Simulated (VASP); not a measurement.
# SnSe (Fm-3m) in VASP: notebook

Runs on SnSe. Level: LDA. Tasks: single point.

All numbers are computed with VASP 6.6.1; they aren't measurements. Logs are shortened: lines on timing, memory, paths and dates and some standing lists are left out, and cuts for length are marked.

## 1. The cell of the first run

It takes space group Fm-3m (No. 225, cubic). The conventional cell has a = 6.020 Å, b = 6.020 Å, c = 6.020 Å, α = 90.00°, β = 90.00°, γ = 90.00°. Sn (site symmetry m-3m) has 6 Se at 3.01 Å within 4.0 Å. Within 4.0 Å of Se (site symmetry m-3m) lie 6 Sn at 3.01 Å.

## 2. Single point, LDA

Contents of INCAR:

```
ALGO = Normal ; EDIFF = 1E-6
ENCUT = 520 ; GGA = CA
ISIF = 2 ; ISMEAR = -1
LASPH = T ; LCHARG = F
LREAL = F ; LWAVE = F
NBANDS = 17 ; NELM = 60
PREC = Accurate ; SIGMA = 0.1
```

Contents of KPOINTS:

```
k-points
0
Gamma
  6 6 6
```

Contents of POSCAR:

```
SnSe
1.0
    0.0000000000      3.0100000000      3.0100000000
    3.0100000000      0.0000000000      3.0100000000
    3.0100000000      3.0100000000      0.0000000000
Sn Se
1 1
Direct
    0.0000000000      0.0000000000      0.0000000000
    0.5000000000      0.5000000000      0.5000000000
```

Potentials or basis: VASP PAW LDA potentials, release 64 (Sn_d, Se).

Launch:

```sh
$ cat potpaw_LDA.64/Sn_d/POTCAR potpaw_LDA.64/Se/POTCAR > POTCAR
$ mpirun -np 1 vasp_std > vasp.out
```

OUTCAR:

```text
EDIFF = 1E-6
   ENCUT = 520
   GGA = CA
   ISIF = 2
   ISMEAR = -1
   LASPH = T
   LREAL = F
   NELM = 60
   PREC = Accurate

 ion  position               nearest neighbor table
   1  0.000  0.000  0.000-   2 3.01   2 3.01   2 3.01   2 3.01   2 3.01   2 3.01
   2  0.500  0.500  0.500-   1 3.01   1 3.01   1 3.01   1 3.01   1 3.01   1 3.01

  LATTYP: Found a face centered cubic cell.
 ALAT       =     6.0200000000

  Lattice vectors:

 A1 = (   0.0000000000,   3.0100000000,   3.0100000000)
 A2 = (   3.0100000000,   0.0000000000,   3.0100000000)
 A3 = (   3.0100000000,   3.0100000000,   0.0000000000)

Analysis of symmetry for initial positions (statically):
=====================================================================
 Subroutine PRICEL returns:
 Original cell was already a primitive cell.

 Routine SETGRP: Setting up the symmetry group for a
 face centered cubic supercell.

 Subroutine GETGRP returns: Found 48 space group operations
 (whereof 48 operations were pure point group operations)
 out of a pool of 48 trial point group operations.

The static configuration has the point symmetry O_h .

Analysis of symmetry for dynamics (positions and initial velocities):
=====================================================================
 Subroutine PRICEL returns:
 Original cell was already a primitive cell.

 Routine SETGRP: Setting up the symmetry group for a
 face centered cubic supercell.

 Subroutine GETGRP returns: Found 48 space group operations
 (whereof 48 operations were pure point group operations)
 out of a pool of 48 trial point group operations.

The dynamic configuration has the point symmetry O_h .

 Subroutine INISYM returns: Found 48 space group operations
 (whereof 48 operations are pure point group operations),
 and found     1 'primitive' translations

----------------------------------------------------------------------------------------

                                     Primitive cell

  volume of cell :      54.5418

  direct lattice vectors                    reciprocal lattice vectors
     0.000000000  3.010000000  3.010000000    -0.166112957  0.166112957  0.166112957
     3.010000000  0.000000000  3.010000000     0.166112957 -0.166112957  0.166112957
[... 69 lines left out ...]
   ICHARG =      2    charge: 1-file 2-atom 10-const
   ISPIN  =      1    spin polarized calculation?
   LNONCOLLINEAR =      F non collinear calculations
   LSORBIT =      F    spin-orbit coupling
   LASPH  =      T    aspherical Exc in radial PAW
   ENCUT  =  520.0 eV  38.22 Ry    6.18 a.u.   7.91  7.91  7.91*2*pi/ulx,y,z
   NELM   =     60;   NELMIN=  2; NELMDL= -5     # of ELM steps
   EDIFF  = 0.1E-05   stopping-criterion for ELM
   LREAL  =      F    real-space projection
   EDIFFG = 0.1E-04   stopping-criterion for IOM
   NSW    =      0    number of steps for IOM
   IBRION =     -1    ionic relax: 0-MD 1-quasi-New 2-CG
   NFREE  =      0    steps in history (QN), initial steepest desc. (CG)
   ISIF   =      2    stress and relaxation
   ISYM   =      2    0-nonsym 1-usesym 2-fastsym
   POTIM  = 0.5000    time-step for ionic-motion
   TEBEG  =    0.0;   TEEND  =   0.0 temperature during run
   PSTRESS=    0.0 pullay stress
   NELECT =      20.0000    total number of electrons
   NUPDOWN=      -1.0000    fix difference up-down
   EMIN   =  10.00;   EMAX   =-10.00  energy-range for DOS
   EFERMI =   0.00;   METHOD = LEGACY
   ISMEAR =    -1;   SIGMA  =   0.10  broadening in eV -4-tet -1-fermi 0-gaus
   EFERMI_NEDOS =   21; number of points for ismear=-14 and -15
   IALGO  =     38    algorithm
   IMIX   =      4    mixing-type and parameters
     AMIX     =   0.40;   BMIX     =  1.00
     AMIX_MAG =   1.60;   BMIX_MAG =  1.00
  volume/ion in A,a.u.               =      27.27       184.03
  Fermi-wavevector in a.u.,A,eV,Ry     =   1.171768  2.214321 18.681350  1.373040
  Thomas-Fermi vector in A             =   2.308207
   LORBIT       =      0    0 simple, 1 ext, 2 COOP (PROOUT), +10 PAW based schemes
   GGA     = CA    functional components
   LHFCALC =     F    Hartree Fock is set to
   AEXX    =    0.0000 exact exchange contribution
   IVDW    =     0    specifies the selected vdW correction
   LEPSILON=     F    determine dielectric tensor
   LRPA    =     F    only Hartree local field effects (RPA)
 non-spin polarized calculation
  energy-cutoff  :      520.00
  volume of cell :       54.54
 maximum number of plane-waves:      1484
   NGX = 15   NGY = 15   NGZ = 15

 number of electron      20.0000006 magnetization

 Free energy of the ion-electron system (eV)
  ---------------------------------------------------
  ext. energy  EPLUGINS =         0.00000000
  ---------------------------------------------------
  free energy    TOTEN  =        -9.49359303 eV

  energy without entropy =       -9.49175895  energy(sigma->0) =       -9.49267599

 E-fermi :   5.6329     XC(G=0):  -9.8860

 val. band max:        5.3223671622   @ k =   0.5000   0.0000   0.0000
 cond. band min:       5.9454361020   @ k =   0.5000   0.0000   0.0000
 fundamental gap:      0.6230689398
 Fermi energy:         5.6328706332

 k-point     1 :       0.0000    0.0000    0.0000
  band No.  band energies     occupation
      1     -16.0798      2.00000
      2     -16.0798      2.00000
      3     -16.0774      2.00000
      4     -16.0774      2.00000
      5     -16.0774      2.00000
      6      -8.4600      2.00000
[... 297 lines left out ...]
      4     -16.0658      2.00000
      5     -16.0594      2.00000
      6      -7.2276      2.00000
[... 9 lines left out ...]
     16      16.5860      0.00000
     17      18.1824      0.00000

------------------------ aborting loop because EDIFF is reached ----------------------------------------

  FORCE on cell =-STRESS in cart. coord.  units (eV):
  Direction    XX          YY          ZZ          XY          YZ          ZX
  --------------------------------------------------------------------------------------
  -------------------------------------------------------------------------------------
  Total       -1.2134800     -1.2134800     -1.2134800      0.0000000      0.0000000     -0.0000000
  in kB      -35.6462408    -35.6462408    -35.6462408      0.0000000      0.0000000     -0.0000000
  external PRESSURE =     -35.6462408 kB  Pullay stress =       0.0000000 kB

 VOLUME and BASIS-vectors are now :
 -----------------------------------------------------------------------------
  energy-cutoff  :      520.00
  volume of cell :       54.54
      direct lattice vectors                 reciprocal lattice vectors
     0.000000000  3.010000000  3.010000000    -0.166112957  0.166112957  0.166112957
     3.010000000  0.000000000  3.010000000     0.166112957 -0.166112957  0.166112957
     3.010000000  3.010000000  0.000000000     0.166112957  0.166112957 -0.166112957

 POSITION                                       TOTAL-FORCE (eV/Angst)
 -----------------------------------------------------------------------------------
      0.00000      0.00000      0.00000         0.000000      0.000000      0.000000
      3.01000      3.01000      3.01000        -0.000000     -0.000000     -0.000000
 -----------------------------------------------------------------------------------
    total drift:                                0.000000     -0.000000     -0.000000

  FREE ENERGIE OF THE ION-ELECTRON SYSTEM (eV)
  ---------------------------------------------------
  free  energy   TOTEN  =        -9.4935930297 eV

  energy  without entropy=       -9.4917589518  energy(sigma->0) =       -9.49267599
```

stdout:

```text
POSCAR found type information on POSCAR SnSe
 POSCAR found :  2 types and       2 ions
 scaLAPACK will be used
 LDA part: xc-table for (Slater(with rela. corr.)+CA(PZ))
 , standard interpolation
 POSCAR, INCAR and KPOINTS ok, starting setup
 FFT: planning ... GRIDC
 FFT: planning ... GRID_SOFT
 FFT: planning ... GRID
 WAVECAR not read
 entering main loop
```

Wall time 24 s (1 thread of AMD EPYC 7R13, shared host); peak memory 0.13 GiB.

Results:

| Property | Result |
| --- | --- |
| Free energy | -9.4936 eV |
| Pressure | -3.6 GPa |
| Band gap on the k mesh | 0.62 eV, direct |

Caveat: spin-orbit coupling is left out, which moves the levels of the heavy elements.

## 3. Single point, LDA, non-collinear spin, zero start, spin-orbit coupling

Contents of INCAR:

```
SYSTEM = SnSe
PREC = Accurate ; ENCUT = 520
EDIFF = 1E-6 ; ISMEAR = -1
SIGMA = 0.1 ; LREAL = .False.
LASPH = .True. ; NELM = 150
ALGO = Normal ; ISIF = 2
LWAVE = .False. ; LCHARG = .False.
LNONCOLLINEAR = .True. ; MAGMOM = 0 0 0 0 0 0
LORBIT = 11 ; LSORBIT = .True.
GGA_COMPAT = .False. ; LORBMOM = .True.
NBANDS = 32
```

Contents of KPOINTS:

```
Automatic mesh
0
Gamma
  6 6 6
  0 0 0
```

POSCAR is that of step 2.

Potentials or basis: VASP PAW LDA potentials, release 64 (Sn_d, Se).

Launch:

```sh
$ cat potpaw_LDA.64/Sn_d/POTCAR potpaw_LDA.64/Se/POTCAR > POTCAR
$ mpirun -np 1 vasp_ncl > vasp.out
```

OUTCAR:

```text
SYSTEM = SnSe
   PREC = Accurate
   ENCUT = 520
   EDIFF = 1E-6
   ISMEAR = -1
   LREAL = .False.
   LASPH = .True.
   NELM = 150
   ISIF = 2
   LNONCOLLINEAR = .True.
   LORBIT = 11
   LSORBIT = .True.

 ion  position               nearest neighbor table
   1  0.000  0.000  0.000-   2 3.01   2 3.01   2 3.01   2 3.01   2 3.01   2 3.01
   2  0.500  0.500  0.500-   1 3.01   1 3.01   1 3.01   1 3.01   1 3.01   1 3.01

  LATTYP: Found a face centered cubic cell.
 ALAT       =     6.0200000000

  Lattice vectors:

 A1 = (   0.0000000000,   3.0100000000,   3.0100000000)
 A2 = (   3.0100000000,   0.0000000000,   3.0100000000)
 A3 = (   3.0100000000,   3.0100000000,   0.0000000000)

Analysis of symmetry for initial positions (statically):
=====================================================================
 Subroutine PRICEL returns:
 Original cell was already a primitive cell.

 Routine SETGRP: Setting up the symmetry group for a
 face centered cubic supercell.

 Subroutine GETGRP returns: Found 48 space group operations
 (whereof 48 operations were pure point group operations)
 out of a pool of 48 trial point group operations.

The static configuration has the point symmetry O_h .

Analysis of symmetry for dynamics (positions and initial velocities):
=====================================================================
 Subroutine PRICEL returns:
 Original cell was already a primitive cell.

 Routine SETGRP: Setting up the symmetry group for a
 face centered cubic supercell.

 Subroutine GETGRP returns: Found 48 space group operations
 (whereof 48 operations were pure point group operations)
 out of a pool of 48 trial point group operations.

The dynamic configuration has the point symmetry O_h .

Analysis of structural, dynamic, and magnetic symmetry:
=====================================================================
 Subroutine PRICEL returns:
 Original cell was already a primitive cell.

 Routine SETGRP: Setting up the symmetry group for a
 face centered cubic supercell.

[... 757 lines left out ...]
  1         0.000  -0.000  -0.000
  2         0.000   0.000   0.000
 ----------------------------------------
            0.000  -0.000  -0.000

 orbital moment (z)

 # of ion     p       d       tot
 ----------------------------------------
  1         0.000   0.000   0.000
  2         0.000   0.000   0.000
 ----------------------------------------
            0.000   0.000   0.000

 Spin-Orbit-Coupling matrix elements

 Ion:    1  E_soc:     -0.0938252
 l=   1
     0.0000000    -0.0092982    -0.0092982
    -0.0092982     0.0000000    -0.0092982
    -0.0092982    -0.0092982     0.0000000
 l=   2
     0.0000000    -0.0012650     0.0000000    -0.0012650    -0.0050743
    -0.0012650     0.0000000    -0.0038057    -0.0012650    -0.0012686
     0.0000000    -0.0038057     0.0000000    -0.0038057     0.0000000
    -0.0012650    -0.0012650    -0.0038057     0.0000000    -0.0012686
    -0.0050743    -0.0012686     0.0000000    -0.0012686     0.0000000
 l=   3
     0.0000000     0.0000000     0.0000000     0.0000000     0.0000000     0.0000000     0.0000000
     0.0000000     0.0000000     0.0000000     0.0000000     0.0000000     0.0000000     0.0000000
     0.0000000     0.0000000     0.0000000     0.0000000     0.0000000     0.0000000     0.0000000
     0.0000000     0.0000000     0.0000000     0.0000000     0.0000000     0.0000000     0.0000000
     0.0000000     0.0000000     0.0000000     0.0000000     0.0000000     0.0000000     0.0000000
     0.0000000     0.0000000     0.0000000     0.0000000     0.0000000     0.0000000     0.0000000
     0.0000000     0.0000000     0.0000000     0.0000000     0.0000000     0.0000000     0.0000000

 Ion:    2  E_soc:     -0.0450202
 l=   1
     0.0000000    -0.0075128    -0.0075128
    -0.0075128     0.0000000    -0.0075128
    -0.0075128    -0.0075128     0.0000000
 l=   2
     0.0000000    -0.0000017     0.0000000    -0.0000017     0.0000111
    -0.0000017     0.0000000     0.0000083    -0.0000017     0.0000028
     0.0000000     0.0000083     0.0000000     0.0000083     0.0000000
    -0.0000017    -0.0000017     0.0000083     0.0000000     0.0000028
     0.0000111     0.0000028     0.0000000     0.0000028     0.0000000
 l=   3
     0.0000000     0.0000000     0.0000000     0.0000000     0.0000000     0.0000000     0.0000000
     0.0000000     0.0000000     0.0000000     0.0000000     0.0000000     0.0000000     0.0000000
     0.0000000     0.0000000     0.0000000     0.0000000     0.0000000     0.0000000     0.0000000
     0.0000000     0.0000000     0.0000000     0.0000000     0.0000000     0.0000000     0.0000000
     0.0000000     0.0000000     0.0000000     0.0000000     0.0000000     0.0000000     0.0000000
     0.0000000     0.0000000     0.0000000     0.0000000     0.0000000     0.0000000     0.0000000
     0.0000000     0.0000000     0.0000000     0.0000000     0.0000000     0.0000000     0.0000000

 total charge

# of ion       s       p       d       tot
------------------------------------------
    1        1.385   0.693   9.986  12.064
    2        1.487   2.274   0.025   3.786
--------------------------------------------------
tot          2.872   2.967  10.011  15.850

 magnetization (x)

# of ion       s       p       d       tot
------------------------------------------
    1        0.000  -0.000   0.000   0.000
    2        0.000   0.000  -0.000   0.000
--------------------------------------------------
tot          0.000  -0.000   0.000   0.000

 magnetization (y)

# of ion       s       p       d       tot
------------------------------------------
    1        0.000   0.000   0.000   0.000
    2       -0.000   0.000   0.000  -0.000
--------------------------------------------------
tot          0.000   0.000   0.000   0.000

 magnetization (z)

# of ion       s       p       d       tot
------------------------------------------
    1        0.000  -0.000   0.000   0.000
    2       -0.000   0.000   0.000  -0.000
--------------------------------------------------
tot          0.000  -0.000   0.000   0.000
```

OSZICAR:

```text
N       E                     dE             d eps       ncg     rms          rms(c)
DAV:   1     0.186790074391E+03    0.18679E+03   -0.92348E+03  1096   0.156E+03
DAV:   2     0.169746193687E+02   -0.16982E+03   -0.16297E+03  1024   0.467E+02
DAV:   3    -0.855391838662E+01   -0.25529E+02   -0.25042E+02  1256   0.144E+02
DAV:   4    -0.970884986812E+01   -0.11549E+01   -0.11536E+01  1200   0.329E+01
DAV:   5    -0.974288383608E+01   -0.34034E-01   -0.34033E-01  1480   0.586E+00    0.320E+00
DAV:   6    -0.956819154810E+01    0.17469E+00   -0.36435E-01  1360   0.426E+00    0.194E+00
DAV:   7    -0.956375152995E+01    0.44400E-02   -0.70349E-02  1312   0.126E+00    0.978E-01
DAV:   8    -0.956224425856E+01    0.15073E-02   -0.48057E-03  1224   0.606E-01    0.464E-01
DAV:   9    -0.956213145068E+01    0.11281E-03   -0.43443E-04  1200   0.169E-01    0.728E-02
DAV:  10    -0.956209171270E+01    0.39738E-04   -0.27432E-04  1384   0.132E-01    0.287E-02
DAV:  11    -0.956209449853E+01   -0.27858E-05   -0.38288E-05  1216   0.396E-02    0.551E-03
DAV:  12    -0.956209470011E+01   -0.20158E-06   -0.19841E-06  1064   0.113E-02
   1 F= -.95620947E+01 E0= -.95612366E+01  d E =-.171616E-02  mag=     0.0000     0.0000    -0.0000
```

stdout:

```text
POSCAR found type information on POSCAR SnSe
 POSCAR found :  2 types and       2 ions
 scaLAPACK will be used
 LDA part: xc-table for (Slater(with rela. corr.)+CA(PZ))
 , standard interpolation
 POSCAR, INCAR and KPOINTS ok, starting setup
 FFT: planning ... GRIDC
 FFT: planning ... GRID_SOFT
 FFT: planning ... GRID
 WAVECAR not read
 entering main loop
```

Wall time 92 s (1 thread of AMD EPYC 7R13, shared host); peak memory 0.23 GiB.

What came out:

| Quantity | Value |
| --- | --- |
| Free energy | -9.5621 eV |
| Pressure | -3.6 GPa |
| Net moment | 0.00 μB per cell |
| Valence electrons inside the program's atomic spheres | Sn 12.06; Se 3.79 |

Moments on the atoms (μB; x, y, z):
```
Sn  0.00 0.00 0.00
Se  0.00 0.00 0.00
```
